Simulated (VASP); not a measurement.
# AgBr (Fm-3m) in VASP: notebook, part 2 of 2

VASP 6.6.1. Earlier steps stand in the parts before.

**5. Relaxation of cell and atoms, PBEsol, target pressure 10 GPa, at which the enthalpy is minimised**

Input file INCAR:

```
SYSTEM = AgBr
PREC     = Accurate       ! precision mode
ENCUT    = 500            ! plane-wave cutoff, eV
EDIFF    = 1E-7           ! SCF threshold, eV
ISMEAR   = 0              ! smearing method
SIGMA    = 0.01           ! smearing width, eV
LREAL    = .FALSE.        ! projectors in reciprocal space
LASPH    = .TRUE.         ! aspherical terms in the spheres
NELM     = 120            ! most SCF steps
ALGO     = Normal         ! electronic algorithm
ISIF     = 3              ! what is computed and relaxed
LWAVE    = .FALSE.        ! write WAVECAR
LCHARG   = .FALSE.        ! write CHGCAR
GGA      = PS             ! functional
IBRION   = 2              ! ionic algorithm
NSW      = 100            ! ionic steps
EDIFFG   = -0.002         ! ionic threshold
PSTRESS  = 100.0        
GGA_COMPAT= .FALSE.      
NELMIN   = 4
```

Input file KPOINTS:

```
Automatic mesh
0
G
  8 8 8
  0 0 0
```

Input file POSCAR:

```
AgBr
1.0
    2.8376951687      2.8376951687      0.0000000000
   -2.8376951687      2.8376951687      0.0000000000
    0.0000000000      2.8376951687      2.8376951687
Ag Br
1 1
Direct
    0.0000000000      0.0000000000      0.0000000000
    0.5000000000      0.5000000000      0.0000000000
```

Potentials or basis: VASP PAW PBE potentials, release 64 (Ag, Br).

Launch:

```
$ cat potpaw_PBE.64/Ag/POTCAR potpaw_PBE.64/Br/POTCAR > POTCAR
$ mpirun -np 1 vasp_std > vasp.out
```

OUTCAR:

```text
SYSTEM = AgBr
   PREC = Accurate
   ENCUT = 500
   EDIFF = 1E-7
   ISMEAR = 0
   LREAL = .FALSE.
   LASPH = .TRUE.
   NELM = 120
   ISIF = 3
   GGA = PS
   IBRION = 2
   NSW = 100
   EDIFFG = -0.002
   PSTRESS = 100.0
   NELMIN = 4

 ion  position               nearest neighbor table
   1  0.000  0.000  0.000-   2 2.84   2 2.84   2 2.84   2 2.84   2 2.84   2 2.84
   2  0.500  0.500  0.000-   1 2.84   1 2.84   1 2.84   1 2.84   1 2.84   1 2.84

  LATTYP: Found a face centered cubic cell.
 ALAT       =     5.6753903374

  Lattice vectors:

 A1 = (   0.0000000000,   2.8376951687,   2.8376951687)
 A2 = (   2.8376951687,   0.0000000000,   2.8376951687)
 A3 = (   2.8376951687,   2.8376951687,   0.0000000000)

Analysis of symmetry for initial positions (statically):
=====================================================================
 Subroutine PRICEL returns:
 Original cell was already a primitive cell.

 Routine SETGRP: Setting up the symmetry group for a
 face centered cubic supercell.

 Subroutine GETGRP returns: Found 48 space group operations
 (whereof 48 operations were pure point group operations)
 out of a pool of 48 trial point group operations.

The static configuration has the point symmetry O_h .

Analysis of symmetry for dynamics (positions and initial velocities):
=====================================================================
 Subroutine PRICEL returns:
 Original cell was already a primitive cell.

 Routine SETGRP: Setting up the symmetry group for a
 face centered cubic supercell.

 Subroutine GETGRP returns: Found 48 space group operations
 (whereof 48 operations were pure point group operations)
 out of a pool of 48 trial point group operations.

The dynamic configuration has the point symmetry O_h .

 Subroutine INISYM returns: Found 48 space group operations
 (whereof 48 operations are pure point group operations),
 and found     1 'primitive' translations

----------------------------------------------------------------------------------------

                                     Primitive cell

  volume of cell :      45.7012

  direct lattice vectors                    reciprocal lattice vectors
     2.837695169  2.837695169  0.000000000     0.176199334  0.176199334 -0.176199334
[... 101 lines left out ...]
   ISMEAR =     0;   SIGMA  =   0.01  broadening in eV -4-tet -1-fermi 0-gaus
   EFERMI_NEDOS =   21; number of points for ismear=-14 and -15
   IALGO  =     38    algorithm
   IMIX   =      4    mixing-type and parameters
     AMIX     =   0.40;   BMIX     =  1.00
     AMIX_MAG =   1.60;   BMIX_MAG =  1.00
  volume/ion in A,a.u.               =      22.85       154.20
  Fermi-wavevector in a.u.,A,eV,Ry     =   1.200024  2.267717 19.593173  1.440058
  Thomas-Fermi vector in A             =   2.335871
   LORBIT       =      0    0 simple, 1 ext, 2 COOP (PROOUT), +10 PAW based schemes
   GGA     = PS    functional components
   LHFCALC =     F    Hartree Fock is set to
   AEXX    =    0.0000 exact exchange contribution
   IVDW    =     0    specifies the selected vdW correction
   LEPSILON=     F    determine dielectric tensor
   LRPA    =     F    only Hartree local field effects (RPA)
 conjugate gradient relaxation of ions
 non-spin polarized calculation
 Gauss-broadening in eV      SIGMA  =   0.01
  energy-cutoff  :      500.00
  volume of cell :       45.70
 maximum number of plane-waves:      1211
 NGX is ok and might be reduce to    30
   NGX = 15   NGY = 15   NGZ = 15

--------------------------------------- Ionic step        1  -------------------------------------------

 number of electron      17.9999998 magnetization

 Free energy of the ion-electron system (eV)
  ---------------------------------------------------
  ext. energy  EPLUGINS =         0.00000000
  ---------------------------------------------------
  free energy    TOTEN  =        -5.69826902 eV

  energy without entropy =       -5.69826902  energy(sigma->0) =       -5.69826902

 E-fermi :   3.9722     XC(G=0): -10.2611

 val. band max:        3.9273912011   @ k =   0.5000   0.0000   0.0000
 cond. band min:       4.4255351313   @ k =   0.0000   0.0000   0.0000
 fundamental gap:      0.4981439302
 Fermi energy:         3.9721801738

 k-point     1 :       0.0000    0.0000    0.0000
  band No.  band energies     occupation
      1     -11.4138      2.00000
      2       0.9504      2.00000
      3       0.9504      2.00000
      4       0.9504      2.00000
      5       0.9506      2.00000
      6       0.9506      2.00000
      7       1.8530      2.00000
      8       1.8530      2.00000
      9       1.8530      2.00000
     10       4.4255      0.00000
     11      13.7287      0.00000
     12      13.7287      0.00000
     13      13.7287      0.00000
[... 557 lines left out ...]
--------------------------------------- Ionic step        6  -------------------------------------------

 number of electron      17.9999999 magnetization

 Free energy of the ion-electron system (eV)
  ---------------------------------------------------
  ext. energy  EPLUGINS =         0.00000000
  ---------------------------------------------------
  free energy    TOTEN  =        -5.54360594 eV

  energy without entropy =       -5.54360594  energy(sigma->0) =       -5.54360594

 E-fermi :   5.8870     XC(G=0): -10.9629

 val. band max:        5.7883549293   @ k =   0.5000   0.0000   0.0000
 cond. band min:       6.3316965336   @ k =   0.0000   0.0000   0.0000
 fundamental gap:      0.5433416042
 Fermi energy:         5.8870413842

 k-point     1 :       0.0000    0.0000    0.0000
  band No.  band energies     occupation
      1     -10.5747      2.00000
      2       2.0802      2.00000
      3       2.0802      2.00000
      4       2.0802      2.00000
      5       2.0887      2.00000
      6       2.0887      2.00000
      7       3.1806      2.00000
      8       3.1806      2.00000
      9       3.1806      2.00000
     10       6.3317      0.00000
     11      15.5445      0.00000
     12      15.5445      0.00000
     13      15.5445      0.00000
[... 401 lines left out ...]
  energy  without entropy=       -5.5436059405  energy(sigma->0) =       -5.54360594

  enthalpy is  TOTEN    =        -3.0508523737 eV   P V=        2.4927535669

 reached required accuracy - stopping structural energy minimisation
```

OSZICAR:

```text
N       E                     dE             d eps       ncg     rms          rms(c)
DAV:   1     0.959321144517E+02    0.95932E+02   -0.83461E+03   762   0.119E+03
DAV:   2    -0.210847867344E+01   -0.98041E+02   -0.91803E+02   879   0.241E+02
DAV:   3    -0.580619499243E+01   -0.36977E+01   -0.36878E+01   889   0.498E+01
[... 53 lines left out ...]
DAV:   2    -0.554362363315E+01    0.24794E-03   -0.71430E-04   754   0.369E-01    0.404E-02
DAV:   3    -0.554360651862E+01    0.17115E-04   -0.42595E-05   764   0.529E-02    0.261E-02
DAV:   4    -0.554360548878E+01    0.10298E-05   -0.51514E-06   799   0.199E-02    0.838E-03
DAV:   5    -0.554360601896E+01   -0.53018E-06   -0.14527E-06   789   0.208E-02    0.272E-03
DAV:   6    -0.554360594053E+01    0.78435E-07   -0.60149E-07   749   0.122E-02
   6 F= -.30508524E+01 E0= -.30508524E+01  d E =-.379690E-04
```

CONTCAR:

```text
AgBr
   1.00000000000000
     2.7130219721581570    2.7130219721581570    0.0000000000000000
    -2.7130219721581570    2.7130219721581570    0.0000000000000000
    -0.0000000000000000    2.7130219721581570    2.7130219721581570
  Ag              Br
     1     1
Direct
     1.0000000000000000    1.0000000000000000    0.0000000000000000
     0.5000000000000000    0.5000000000000000    1.0000000000000000

  0.00000000E+00  0.00000000E+00  0.00000000E+00
  0.00000000E+00  0.00000000E+00  0.00000000E+00
```

It took 36 s on 1 thread of Intel Xeon 6975P-C (Granite Rapids), shared host; peak memory 0.18 GiB.

Results:

| Property | Result |
| --- | --- |
| Free energy | -5.5436 eV |
| Relaxed volume | 19.97 Å³/atom |
| Relaxed cell | a = 3.837 Å, b = 3.837 Å, c = 3.837 Å, α = 60.00°, β = 60.00°, γ = 90.00° |
| Space group after relaxing (to 0.1 Å) | Fm-3m (No. 225) |
| Energy change on relaxing (the run minimises the enthalpy) | +77.3 meV/atom |
| Ionic steps | 6 |
| Pressure after relaxing | 10.0 GPa |
| Band gap on the k mesh | 0.54 eV (least direct gap 3.00 eV) |

The path:
```
step  energy change (eV)  largest force (eV/Å)  pressure (GPa)  volume (Å³)
   1              0.0000                0.0000           -0.06        45.70
   2              0.4354                0.0000           19.89        36.85
   3              0.1521                0.0000            9.89        39.98
   4              0.1590                0.0000           10.18        39.87
   5              0.1516                0.0000            9.88        39.99
   6              0.1547                0.0000           10.00        39.94
```

Final structure:
```
CELL_PARAMETERS angstrom
2.71302 2.71302 0.00000
-2.71302 2.71302 0.00000
0.00000 2.71302 2.71302
ATOMIC_POSITIONS crystal
Ag 0.00000 0.00000 0.00000
Br 0.50000 0.50000 0.00000
```

Levels at points of the mesh, in eV from the valence-band top:
```tsv
k point	band 7	band 8	band 9	band 10	band 11	band 12
(0.00, 0.00, 0.00)	-2.61	-2.61	-2.61	0.54	9.76	9.76
(0.50, 0.00, 0.00)	-2.78	0.00	0.00	3.00	6.23	6.23
(0.50, 0.50, 0.00)	-3.07	-3.07	-2.81	1.05	6.59	9.63
```

Caveat: the cell is relaxed towards a set pressure, so the run minimises the enthalpy, not the energy; the PAW data sets were made with another functional, which shifts forces and pressure a little. A k mesh can miss the band edges.

**6. Relaxation of cell and atoms, PBEsol, target pressure 15 GPa, at which the enthalpy is minimised**

Input file INCAR:

```
PREC = Accurate
ENCUT = 500
EDIFF = 1E-7
ISMEAR = 0
SIGMA = 0.01
LREAL = F
LASPH = T
NELM = 120
ALGO = Normal
ISIF = 3
LWAVE = F
LCHARG = F
GGA = PS
IBRION = 2
NSW = 100
EDIFFG = -0.002
PSTRESS = 150.0
GGA_COMPAT = F
NELMIN = 4
```

Input file KPOINTS:

```
regular mesh
0
Gamma
  8 8 8
```

POSCAR is that of step 5.

Potentials or basis: VASP PAW PBE potentials, release 64 (Ag, Br).

Launch:

```
$ cat potpaw_PBE.64/Ag/POTCAR potpaw_PBE.64/Br/POTCAR > POTCAR
$ mpirun -np 1 vasp_std > vasp.out
```

It took 40 s on 1 thread of Intel Xeon 6975P-C (Granite Rapids), shared host; peak memory 0.18 GiB.

The run converged. Its results:

| Quantity | Value |
| --- | --- |
| Free energy | -5.4096 eV |
| Relaxed volume | 19.10 Å³/atom |
| Relaxed cell | a = 3.781 Å, b = 3.781 Å, c = 3.781 Å, α = 60.00°, β = 60.00°, γ = 90.00° |
| Space group after relaxing (to 0.1 Å) | Fm-3m (No. 225) |
| Energy change on relaxing (the run minimises the enthalpy) | +144.3 meV/atom |
| Ionic steps | 7 |
| Pressure after relaxing | 15.0 GPa |
| Band gap on the k mesh | 0.58 eV (least direct gap 2.83 eV) |

Step by step:
```tsv
step	energy change (eV)	largest force (eV/Å)	pressure (GPa)	volume (Å³)
1	0.0000	0.0000	-0.06	45.70
2	1.1578	0.0000	40.97	32.91
3	0.2730	0.0000	14.46	38.38
4	0.2856	0.0000	14.90	38.24
5	0.2988	0.0000	15.35	38.10
6	0.2789	0.0000	14.67	38.31
7	0.2887	0.0000	15.00	38.21
```

Final structure:
```
CELL_PARAMETERS angstrom
2.67323 2.67323 0.00000
-2.67323 2.67323 0.00000
0.00000 2.67323 2.67323
ATOMIC_POSITIONS crystal
Ag 0.00000 0.00000 0.00000
Br 0.50000 0.50000 0.00000
```

Levels at points of the mesh, in eV from the valence-band top:
```
           k point  band 5  band 6  band 7  band 8  band 9  band 10  band 11  band 12  band 13
(0.00, 0.00, 0.00)   -3.98   -3.98   -2.80   -2.80   -2.80     0.58     9.74     9.74     9.74
(0.50, 0.00, 0.00)   -3.46   -3.46   -2.98    0.00    0.00     2.83     6.11     6.11     7.95
(0.50, 0.50, 0.00)   -4.10   -3.71   -3.29   -3.29   -2.97     0.92     6.50     9.83    12.00
```

Caveat: the cell is relaxed towards a set pressure, so the run minimises the enthalpy, not the energy; the volume moved by over 15 % at a fixed basis, so the end points are rough; the PAW data sets were made with another functional, which shifts forces and pressure a little. A k mesh can miss the band edges.

**7. Overview**

| cell | gap on the mesh (eV) | pressure (GPa) |
| --- | --- | --- |
| relaxed to 2 GPa | 0.50 | 2.0 |
| relaxed to 4 GPa | 0.51 | 4.0 |
| relaxed to 7 GPa | 0.52 | 7.0 |
| relaxed to 10 GPa | 0.54 | 10.0 |
| relaxed to 15 GPa | 0.58 | 15.0 |

Alike in all rows: task relaxation of cell and atoms; level PBEsol; potentials or basis VASP PAW PBE potentials, release 64 (Ag, Br); no spin polarisation; k mesh 8 × 8 × 8; cutoff (eV) 500; smearing gaussian 0.01 eV.

Caveats: the cell is relaxed towards a set pressure, so the run minimises the enthalpy, not the energy; the PAW data sets were made with another functional, which shifts forces and pressure a little; the volume moved by over 15 % at a fixed basis, so the end points are rough (at least some runs).

Total energies depend on the potentials used, so only differences within one code and one set of settings carry meaning.
